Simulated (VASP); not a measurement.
DyMgF:

```xyz
6
Lattice="4.0247 0.0000 0.0000 0.0000 4.0247 0.0000 0.0000 0.0000 6.6505" Properties=species:S:1:pos:R:3 pbc="T T T"
Dy    0.0000    2.0123    2.1947
Dy    2.0123    0.0000    4.4559
Mg    0.0000    2.0123    5.5199
Mg    2.0123    0.0000    1.1306
F     0.0000    0.0000    0.0000
F     2.0123    2.0123    0.0000
```

The cell was generated, and may not be a known phase.

```yaml
Program: VASP 6.6.1
Task: relaxation of cell and atoms
Functional: PBE
Potentials_or_basis: VASP PAW PBE potentials, release 64 (Dy_3, Mg, F), 4f in core
Cutoff: 600 eV
k_mesh: 4 × 4 × 3
Occupations: gaussian, width 0.2 eV
Spin: no spin polarisation
```

At the start: pressure 7.0 GPa; volume 17.95 Å³/atom.

Question: Where does the relaxation end?

Answer: Over 26 steps the energy falls by 397.3 meV/atom and the volume is 19.98 Å³/atom (+11.3 %); space group P4/nmm (No. 129, to 0.1 Å) before and after.

Step by step:
| step | energy change (eV) | largest force (eV/Å) | pressure (GPa) | volume (Å³) |
| --- | --- | --- | --- | --- |
| 1 | 0.0000 | 2.8166 | 7.03 | 107.72 |
| 2 | -0.8266 | 1.5993 | -0.49 | 120.48 |
| 3 | -0.9197 | 1.1298 | -2.75 | 126.69 |
| 4 | -1.2713 | 0.7657 | -1.70 | 123.28 |
| 5 | -1.6813 | 0.9036 | 1.07 | 116.66 |
| 6 | -1.7219 | 0.9183 | 2.62 | 113.56 |
| 7 | -1.9117 | 0.6959 | 1.88 | 115.54 |
| 8 | -1.9195 | 0.7706 | 1.79 | 116.11 |
| 9 | -2.0048 | 0.5679 | 0.14 | 119.65 |
| 10 | -2.0356 | 0.3475 | -1.34 | 123.37 |
| 11 | -2.0930 | 0.2017 | -0.62 | 121.68 |
| 12 | -2.1264 | 0.0950 | 0.74 | 119.02 |
| 13 | -2.1620 | 0.0753 | 0.25 | 120.54 |
| 14 | -2.2658 | 0.1247 | -1.38 | 124.78 |
| 15 | -2.0945 | 0.4399 | -5.82 | 131.90 |
| 16 | -2.2897 | 0.0962 | -1.92 | 126.07 |
| 17 | -2.2976 | 0.1539 | -2.58 | 127.28 |
| 18 | -2.3068 | 0.1610 | -2.62 | 127.19 |
| 19 | -2.3188 | 0.1816 | -2.73 | 126.97 |
| 20 | -2.3205 | 0.1932 | -2.78 | 126.85 |
| 21 | -2.3391 | 0.1702 | -2.29 | 125.71 |
| 22 | -2.3714 | 0.1908 | -0.73 | 122.44 |
| 23 | -2.3753 | 0.2515 | 0.10 | 120.86 |
| 24 | -2.3777 | 0.2201 | 0.09 | 120.76 |
| 25 | -2.3830 | 0.1235 | 0.07 | 120.47 |
| 26 | -2.3839 | 0.0774 | 0.03 | 119.87 |

Final structure:
```yaml
crystal:
  lattice:
    - [3.59413, 0.00000, 0.00000]
    - [0.00000, 3.59413, 0.00000]
    - [0.00000, 0.00000, 9.27930]
  atoms:
    - { symbol: Dy, position: [0.00000, 0.50000, 0.37939] }
    - { symbol: Dy, position: [0.50000, 0.00000, 0.62061] }
    - { symbol: Mg, position: [0.00000, 0.50000, 0.87744] }
    - { symbol: Mg, position: [0.50000, 0.00000, 0.12256] }
    - { symbol: F, position: [0.00000, 0.00000, 0.00000] }
    - { symbol: F, position: [0.50000, 0.50000, 0.00000] }
```

Caveat: the k points lie up to 0.44 Å⁻¹ apart in the final cell; a cell axis changed by over 15 % at a fixed basis, so the end point is rough; the run has no spin polarisation, though such a crystal can be magnetic; the relaxation stopped at a loose force limit of 0.08 eV/Å, so its end isn't a converged minimum.
